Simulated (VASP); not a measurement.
# Ta2C (P-3m1) in VASP: further runs, part 2 of 2

VASP 6.6.1.

**4. Single point, PBEsol (11.98 Å³/atom)**

This run uses another cell than the first one, of 11.98 Å³/atom.

INCAR reads:

```
SYSTEM = Ta2C
  ALGO = Normal
  EDIFF = 1E-6
  ENCUT = 520
  GGA = PS
  ISIF = 2
  ISMEAR = 0
  LASPH = .TRUE.
  LCHARG = .FALSE.
  LREAL = .FALSE.
  LWAVE = .FALSE.
  NBANDS = 20
  NELM = 100
  PREC = Accurate
  SIGMA = 0.1
```

KPOINTS reads:

```
k-points
0
G
  18 18 8
  0 0 0
```

POSCAR reads:

```
Ta2C
1.0
    2.9629721848      0.0000000000      0.0000000000
   -1.4814860924      2.5660091827      0.0000000000
    0.0000000000      0.0000000000      4.7259994404
Ta C
2 1
Direct
    0.3333333333      0.6666666667      0.2591020204
    0.6666666667      0.3333333333      0.7408979796
    0.0000000000      0.0000000000      0.0000000000
```

Potentials or basis: VASP PAW PBE potentials, release 64 (Ta_pv, C).

Launch:

```bash
$ cat potpaw_PBE.64/Ta_pv/POTCAR potpaw_PBE.64/C/POTCAR > POTCAR
$ mpirun -np 1 vasp_std > vasp.out
```

OUTCAR:

```text
SYSTEM = Ta2C
   EDIFF = 1E-6
   ENCUT = 520
   GGA = PS
   ISIF = 2
   ISMEAR = 0
   LASPH = .TRUE.
   LREAL = .FALSE.
   NELM = 100
   PREC = Accurate

 ion  position               nearest neighbor table
   1  0.333  0.667  0.259-   3 2.10   3 2.10   3 2.10   2 2.85   2 2.85   2 2.85   2 2.99   2 2.99
                             2 2.99
   2  0.667  0.333  0.741-   3 2.10   3 2.10   3 2.10   1 2.85   1 2.85   1 2.85   1 2.99   1 2.99
                             1 2.99
   3  0.000  0.000  0.000-   1 2.10   2 2.10   1 2.10   2 2.10   2 2.10   1 2.10

  LATTYP: Found a hexagonal cell.
 ALAT       =     2.9629721848
 C/A-ratio  =     1.5950198468

  Lattice vectors:

 A1 = (   2.9629721848,   0.0000000000,   0.0000000000)
 A2 = (  -1.4814860924,   2.5660091827,   0.0000000000)
 A3 = (   0.0000000000,   0.0000000000,   4.7259994404)

Analysis of symmetry for initial positions (statically):
=====================================================================
 Subroutine PRICEL returns:
 Original cell was already a primitive cell.

 Routine SETGRP: Setting up the symmetry group for a
 hexagonal supercell.

 Subroutine GETGRP returns: Found 12 space group operations
 (whereof 12 operations were pure point group operations)
 out of a pool of 24 trial point group operations.

The static configuration has the point symmetry D_3d.

Analysis of symmetry for dynamics (positions and initial velocities):
=====================================================================
 Subroutine PRICEL returns:
 Original cell was already a primitive cell.

 Routine SETGRP: Setting up the symmetry group for a
 hexagonal supercell.

 Subroutine GETGRP returns: Found 12 space group operations
 (whereof 12 operations were pure point group operations)
 out of a pool of 24 trial point group operations.

The dynamic configuration has the point symmetry D_3d.

 Subroutine INISYM returns: Found 12 space group operations
 (whereof 12 operations are pure point group operations),
 and found     1 'primitive' translations

----------------------------------------------------------------------------------------

                                     Primitive cell

  volume of cell :      35.9318

  direct lattice vectors                    reciprocal lattice vectors
     2.962972185  0.000000000  0.000000000     0.337498950  0.194855109  0.000000000
    -1.481486092  2.566009183  0.000000000     0.000000000  0.389710219  0.000000000
     0.000000000  0.000000000  4.725999440     0.000000000  0.000000000  0.211595455

  length of vectors
     2.962972185  2.962972185  4.725999440     0.389710219  0.389710219  0.211595455

  position of ions in fractional coordinates (direct lattice)
     0.333333333  0.666666667  0.259102020
     0.666666667  0.333333333  0.740897980
     0.000000000  0.000000000  0.000000000

  ion indices of the primitive-cell ions
   primitive index   ion index
                 1           1
                 2           2
                 3           3

----------------------------------------------------------------------------------------

 KPOINTS: k-points

Automatic generation of k-mesh.
 Grid dimensions read from file:
 generate k-points for:   18   18    8

 Generating k-lattice:

  Cartesian coordinates                     Fractional coordinates (reciprocal lattice)
     0.018749942  0.010825284  0.000000000     0.055555556 -0.000000000  0.000000000
     0.000000000  0.021650568  0.000000000     0.000000000  0.055555556  0.000000000
     0.000000000  0.000000000  0.026449432     0.000000000  0.000000000  0.125000000

  Length of vectors
     0.021650568  0.021650568  0.026449432

  Shift w.r.t. Gamma in fractional coordinates (k-lattice)
     0.000000000  0.000000000  0.000000000

 Subroutine IBZKPT returns following result:
 ===========================================

 Found    266 irreducible k-points:

 Following reciprocal coordinates:
            Coordinates               Weight
  0.000000  0.000000  0.000000      1.000000
  0.055556  0.000000  0.000000      6.000000
  0.111111  0.000000  0.000000      6.000000
  0.166667 -0.000000  0.000000      6.000000
  0.222222  0.000000  0.000000      6.000000
  0.277778  0.000000  0.000000      6.000000
[... 16 lines left out ...]
  0.333333  0.111111  0.000000     12.000000
  0.388889  0.111111  0.000000     12.000000
 [... further k-points ...]
   k-points           NKPTS =    266   k-points in BZ     NKDIM =    266   number of bands    NBANDS=     20
   number of dos      NEDOS =    301   number of ions     NIONS =      3
   total plane-waves  NPLWV =  20736
   dimension x,y,z NGX =    24 NGY =   24 NGZ =   36
   dimension x,y,z NGXF=    48 NGYF=   48 NGZF=   72
   ions per type =               2   1
   NGX,Y,Z   is equivalent  to a cutoff of  13.47, 13.47, 12.66 a.u.
   NGXF,Y,Z  is equivalent  to a cutoff of  26.93, 26.93, 25.33 a.u.
 SYSTEM =  Ta2C
   PREC   = accura    normal or accurate (medium, high low for compatibility)
   ISTART =      0    job   : 0-new  1-cont  2-samecut
   ICHARG =      2    charge: 1-file 2-atom 10-const
   ISPIN  =      1    spin polarized calculation?
   LNONCOLLINEAR =      F non collinear calculations
   LSORBIT =      F    spin-orbit coupling
   LASPH  =      T    aspherical Exc in radial PAW
   ENCUT  =  520.0 eV  38.22 Ry    6.18 a.u.   5.51  5.51  8.79*2*pi/ulx,y,z
   NELM   =    100;   NELMIN=  2; NELMDL= -5     # of ELM steps
   EDIFF  = 0.1E-05   stopping-criterion for ELM
   LREAL  =      F    real-space projection
   EDIFFG = 0.1E-04   stopping-criterion for IOM
   NSW    =      0    number of steps for IOM
   IBRION =     -1    ionic relax: 0-MD 1-quasi-New 2-CG
   NFREE  =      0    steps in history (QN), initial steepest desc. (CG)
   ISIF   =      2    stress and relaxation
   ISYM   =      2    0-nonsym 1-usesym 2-fastsym
   POTIM  = 0.5000    time-step for ionic-motion
   TEBEG  =    0.0;   TEEND  =   0.0 temperature during run
   PSTRESS=    0.0 pullay stress
   NELECT =      26.0000    total number of electrons
   NUPDOWN=      -1.0000    fix difference up-down
   EMIN   =  10.00;   EMAX   =-10.00  energy-range for DOS
   EFERMI =   0.00;   METHOD = LEGACY
   ISMEAR =     0;   SIGMA  =   0.10  broadening in eV -4-tet -1-fermi 0-gaus
   EFERMI_NEDOS =   21; number of points for ismear=-14 and -15
   IALGO  =     38    algorithm
   IMIX   =      4    mixing-type and parameters
     AMIX     =   0.40;   BMIX     =  1.00
     AMIX_MAG =   1.60;   BMIX_MAG =  1.00
  volume/ion in A,a.u.               =      11.98        80.83
  Fermi-wavevector in a.u.,A,eV,Ry     =   1.469736  2.777399 29.390288  2.160125
  Thomas-Fermi vector in A             =   2.585078
   LORBIT       =      0    0 simple, 1 ext, 2 COOP (PROOUT), +10 PAW based schemes
   GGA     = PS    functional components
   LHFCALC =     F    Hartree Fock is set to
   AEXX    =    0.0000 exact exchange contribution
   IVDW    =     0    specifies the selected vdW correction
   LEPSILON=     F    determine dielectric tensor
   LRPA    =     F    only Hartree local field effects (RPA)
 non-spin polarized calculation
 Gauss-broadening in eV      SIGMA  =   0.10
  energy-cutoff  :      520.00
  volume of cell :       35.93
 maximum number of plane-waves:       996
 NGX is ok and might be reduce to    24
   NGX = 11   NGY = 11   NGZ = 17

 number of electron      26.0000000 magnetization

 Free energy of the ion-electron system (eV)
  ---------------------------------------------------
  ext. energy  EPLUGINS =         0.00000000
  ---------------------------------------------------
  free energy    TOTEN  =       -36.06279983 eV

  energy without entropy =      -36.05911738  energy(sigma->0) =      -36.06095861

 E-fermi :   7.6474     XC(G=0): -13.6263

 val. band max:        7.6436556262   @ k =   0.1111   0.0556   0.1250
 cond. band min:       7.6599472669   @ k =   0.0000   0.0000   0.2500
 fundamental gap:      0.0162916407
 Fermi energy:         7.6474024977

 k-point     1 :       0.0000    0.0000    0.0000
  band No.  band energies     occupation
      1     -27.1068      2.00000
      2     -25.9543      2.00000
      3     -25.9543      2.00000
      4     -25.7761      2.00000
      5     -25.7761      2.00000
      6     -25.6901      2.00000
[... 12 lines left out ...]
     19      10.5779      0.00000
[... 513 lines left out ...]
      4     -26.3113      2.00000
      5     -26.0177      2.00000
      6     -25.9808      2.00000
[... 12 lines left out ...]
     19      14.5699      0.00000
     20      15.0098      0.00000

 [... further k-points ...]

------------------------ aborting loop because EDIFF is reached ----------------------------------------

  FORCE on cell =-STRESS in cart. coord.  units (eV):
  Direction    XX          YY          ZZ          XY          YZ          ZX
  --------------------------------------------------------------------------------------
  -------------------------------------------------------------------------------------
  Total       10.3902324     10.3902324     10.3789488      0.0000000     -0.0000000      0.0000000
  in kB      463.2937028    463.2937027    462.7905730      0.0000000     -0.0000000      0.0000000
  external PRESSURE =     463.1259928 kB  Pullay stress =       0.0000000 kB

 VOLUME and BASIS-vectors are now :
 -----------------------------------------------------------------------------
  energy-cutoff  :      520.00
  volume of cell :       35.93
      direct lattice vectors                 reciprocal lattice vectors
     2.962972185  0.000000000  0.000000000     0.337498950  0.194855109  0.000000000
    -1.481486092  2.566009183  0.000000000     0.000000000  0.389710219  0.000000000
     0.000000000  0.000000000  4.725999440     0.000000000  0.000000000  0.211595455

 POSITION                                       TOTAL-FORCE (eV/Angst)
 -----------------------------------------------------------------------------------
     -0.00000      1.71067      1.22452        -0.000000      0.000000      0.067930
      1.48149      0.85534      3.50148         0.000000     -0.000000     -0.067930
      0.00000      0.00000      0.00000         0.000000      0.000000      0.000000
 -----------------------------------------------------------------------------------
    total drift:                                0.000000     -0.000000     -0.000000

  FREE ENERGIE OF THE ION-ELECTRON SYSTEM (eV)
  ---------------------------------------------------
  free  energy   TOTEN  =       -36.0627998313 eV

  energy  without entropy=      -36.0591173838  energy(sigma->0) =      -36.06095861
```

OSZICAR:

```text
N       E                     dE             d eps       ncg     rms          rms(c)
DAV:   1     0.202787910548E+03    0.20279E+03   -0.15025E+04 10640   0.140E+03
DAV:   2    -0.317555537102E+02   -0.23454E+03   -0.22913E+03 12016   0.390E+02
DAV:   3    -0.397380141785E+02   -0.79825E+01   -0.78886E+01 13240   0.656E+01
DAV:   4    -0.398202585767E+02   -0.82244E-01   -0.82042E-01 12672   0.654E+00
DAV:   5    -0.398209709039E+02   -0.71233E-03   -0.71217E-03 13232   0.567E-01    0.354E+01
DAV:   6    -0.363089655763E+02    0.35120E+01   -0.15294E+01 12652   0.237E+01    0.159E+01
DAV:   7    -0.361066295872E+02    0.20234E+00   -0.14270E+00 11916   0.787E+00    0.717E+00
DAV:   8    -0.360671895505E+02    0.39440E-01   -0.11547E-01 12640   0.251E+00    0.598E-01
DAV:   9    -0.360631123251E+02    0.40772E-02   -0.19167E-02 12832   0.973E-01    0.181E-01
DAV:  10    -0.360628235276E+02    0.28880E-03   -0.24096E-03 13356   0.401E-01    0.518E-02
DAV:  11    -0.360627996984E+02    0.23829E-04   -0.17328E-04 12544   0.920E-02    0.215E-02
DAV:  12    -0.360628004313E+02   -0.73288E-06   -0.10048E-05 12364   0.253E-02    0.682E-03
DAV:  13    -0.360627998313E+02    0.60001E-06   -0.16276E-06  7884   0.109E-02
   1 F= -.36062800E+02 E0= -.36060959E+02  d E =-.368245E-02
```

stdout:

```text
POSCAR found type information on POSCAR TaC
 POSCAR found :  2 types and       3 ions
 scaLAPACK will be used
 -----------------------------------------------------------------------------
|                                                                             |
|                                                                             |
|     You enforced a specific xc type in the INCAR file but a different       |
|     I HOPE YOU KNOW WHAT YOU ARE DOING!                                     |
|                                                                             |
 -----------------------------------------------------------------------------

 LDA part: xc-table for (Slater+PW92), standard interpolation
 POSCAR, INCAR and KPOINTS ok, starting setup
 FFT: planning ... GRIDC
 FFT: planning ... GRID_SOFT
 FFT: planning ... GRID
 WAVECAR not read
 entering main loop
```

Run time: 5.3 min. Hardware: 1 thread of Intel Xeon 8259CL, shared host; peak memory 0.26 GiB.

Results:

```
Free energy            : -36.0628 eV
Pressure               : 46.3 GPa
Largest force          : 0.068 eV/Å
Band gap on the k mesh : zero (bands 13 and 14 overlap by 0.93 eV)
```

Forces on the atoms (eV/Å):
```
Ta   0.000  0.000  0.068
Ta   0.000  0.000 -0.068
C    0.000  0.000  0.000
```

Caveat: the cell stands under pressure; the PAW data sets were made with another functional, which shifts forces and pressure a little; spin-orbit coupling is left out, which moves the levels of the heavy elements.

**5. Summary**

| potentials or basis | cell | k mesh | cutoff (eV) | gap on the mesh (eV) | pressure (GPa) | largest force (eV/Å) |
| --- | --- | --- | --- | --- | --- | --- |
| VASP PAW PBE potentials, release 64 (Ta_sv_GW, C) | a = 3.033, b = 3.033, c = 4.823 Å, angles 90.0, 90.0, 120.0°, 3 atoms, atomic positions A | 18 × 18 × 10 | 700 | none | 18.8 | 0.05 |
| VASP PAW PBE potentials, release 64 (Ta_sv_GW, C) | a = 3.002, b = 3.002, c = 5.009 Å, angles 90.0, 90.0, 120.0°, 3 atoms, atomic positions B | 18 × 18 × 10 | 700 | none | 13.0 | 0.04 |
| VASP PAW PBE potentials, release 64 (Ta_pv, C) | a = 2.963, b = 2.963, c = 4.726 Å, angles 90.0, 90.0, 120.0°, 3 atoms, atomic positions C | 18 × 18 × 8 | 520 | none | 46.3 | 0.07 |

Alike in all rows: task single point; level PBEsol; no spin polarisation; smearing gaussian 0.1 eV.

Caveats: the PAW data sets were made with another functional, which shifts forces and pressure a little; spin-orbit coupling is left out, which moves the levels of the heavy elements; the cell stands under pressure (at least some runs); the stress differs along the axes, from 0 to 19 GPa (at least some runs).

Absolute energies hang on the potentials; compare differences alone.

The gap in the log of VASP goes by the Fermi energy; the results here count the filled bands.